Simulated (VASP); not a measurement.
Input of a VASP 6.6.1 run:

INCAR

```
PREC = Accurate
ENCUT = 520
EDIFF = 1E-6
ISMEAR = -1
SIGMA = 0.05
LREAL = F
LASPH = T
NELM = 100
ALGO = Normal
ISIF = 2
LWAVE = F
LCHARG = F
NBANDS = 31
```

KPOINTS

```
Automatic mesh
0
Gamma
  7 7 5
```

File POSCAR:

```
HPbNO4
1.0
    4.2040700000      0.0000000000      0.0000000000
    2.0217200000      3.8395200000      0.0000000000
    2.0468600000      1.2790000000      6.2813200000
H Pb N O
1 1 1 4
Direct
    0.8914500000      0.6820200000      0.6279600000
    0.1442600000      0.9287200000      0.8835200000
    0.2567000000      0.2886100000      0.3017100000
    0.8310800000      0.6505600000      0.7840500000
    0.3869400000      0.2238000000      0.1129500000
    0.3110400000      0.0357600000      0.4585600000
    0.0772600000      0.6063300000      0.3227500000
```

Potentials or basis: VASP PAW LDA potentials, release 64 (H, Pb_d, N, O).

The run is started by

```bash
$ cat potpaw_LDA.64/H/POTCAR potpaw_LDA.64/Pb_d/POTCAR potpaw_LDA.64/N/POTCAR potpaw_LDA.64/O/POTCAR > POTCAR
$ mpirun -np 1 vasp_std > vasp.out
```

What does it give for the band gap on the k mesh?

2.70 eV (least direct gap 2.72 eV).

Estimate the largest force.

0.565 eV/Å.

Predict the pressure.

-5.0 GPa.

Stress tensor (GPa, compression positive):
```
-4.34  0.12  0.01
 0.12 -5.55 -0.06
 0.01 -0.06 -5.19
```

Caveat: the standard files for N, O and F lose accuracy on very short bonds; the cell stands under tension; spin-orbit coupling is left out, which moves the levels of the heavy elements. A k mesh can miss the band edges.
